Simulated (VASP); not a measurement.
A run of VASP 6.6.1:

File INCAR:

```
SYSTEM = AlNi
  PREC = Accurate
  ENCUT = 520
  EDIFF = 1E-7
  ISMEAR = 0
  SIGMA = 0.15
  LREAL = .False.
  LASPH = .True.
  NELM = 80
  ALGO = Fast
  ISIF = 2
  LWAVE = .False.
  LCHARG = .False.
  GGA = PE
  NBANDS = 14
```

The input KPOINTS:

```
regular mesh
0
Gamma
  20 20 20
  0 0 0
```

Contents of POSCAR:

```
AlNi
1.0
    2.0428098070     -2.0428098070      0.0000000000
    2.0428098070      2.0428098070      0.0000000000
    0.0000000000      0.0000000000      2.9011416498
Al Ni
1 1
Direct
    0.0000000000      0.0000000000      0.0646297295
    0.5000000000      0.5000000000      0.5000000000
```

Potentials or basis: VASP PAW PBE potentials, release 64 (Al, Ni).

Run with:

```console
$ cat potpaw_PBE.64/Al/POTCAR potpaw_PBE.64/Ni/POTCAR > POTCAR
$ mpirun -np 1 vasp_std > vasp.out
```

Hardware: 1 thread of Intel Xeon 8259CL (shared host).

**Question.** How long does it take, and how much memory?

**Answer.** Run time: 5.1 min on 1 thread of Intel Xeon 8259CL (shared host), peak memory 0.36 GiB. Counts: scf iterations 17, k points 726.
